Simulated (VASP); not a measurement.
Here is a VASP 6.6.1 calculation.

INCAR

```
ALGO = Normal ; EDIFF = 1E-7
ENCUT = 520 ; GGA = PE
ISIF = 2 ; ISMEAR = 0
LASPH = True ; LCHARG = True
LELF = True ; LREAL = False
LVHAR = True ; LWAVE = False
NBANDS = 18 ; NELM = 80
PREC = Accurate ; SIGMA = 0.03
```

Contents of KPOINTS:

```
k-points
0
Gamma
  10 10 8
```

Contents of POSCAR:

```
P
1.0
    1.7048727138     -5.8119992806      0.0000000000
    1.7048727138      5.8119992806      0.0000000000
    0.0000000000      0.0000000000      4.6945060001
P
4
Direct
    0.0940707809      0.9059292191      0.9137202394
    0.5940707809      0.4059292191      0.5862797606
    0.9059292191      0.0940707809      0.0862797606
    0.4059292191      0.5940707809      0.4137202394
```

Potentials or basis: VASP PAW PBE potentials, release 64 (P).

Command:

```console
$ cat potpaw_PBE.64/P/POTCAR > POTCAR
$ mpirun -np 1 vasp_std > vasp.out
```

(1) Estimate the largest force.

(2) Estimate the band gap on the k mesh.

(3) Predict the pressure.

Answers

(1) 0.693 eV/Å.

(2) 0.33 eV.

(3) -5.3 GPa.

Caveat: the cell differs from its parent crystal (strain +0.030 along x and y, +0.030 along z); the cell stands under tension.
